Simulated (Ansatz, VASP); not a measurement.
**Two plane-wave programs on Rh**

```xyz
2
Lattice="2.7310 0.0000 0.0000 -1.3655 2.3651 0.0000 0.0000 0.0000 4.4728" Properties=species:S:1:pos:R:3 pbc="T T T"
Rh    0.0000    1.5767    1.1182
Rh    1.3655    0.7884    3.3546
```

Alike in both runs: task single point; functional PBEsol; k mesh 9 × 9 × 5; occupations fermi-dirac, width 0.05 eV; no spin polarisation.

```csv
,VASP,Ansatz
version,VASP 6.6.1,Ansatz 0.2.0
potentials or method,"VASP PAW PBE potentials, release 64 (Rh_pv)",Ansatz PAW
plane-wave cutoff (eV),520,420
valence electrons in the cell,30,34
```

|  | VASP | Ansatz | Ansatz less VASP |
| --- | --- | --- | --- |
| gap on the k mesh at the Fermi level (eV) | none | none | - |
| pressure (GPa) | -15.9 | -15.8 | +0.09 |
| traceless stress, the component that is largest in VASP (GPa) | -2.33 | -2.35 | -0.024 |

VASP's potentials were made for PBE, not for PBEsol. A gap of «none» marks a metal or a gap that the smearing closes. VASP's potentials hold 30 valence electrons a cell and Ansatz's 34, so a difference there can come from the potentials and not from the codes.
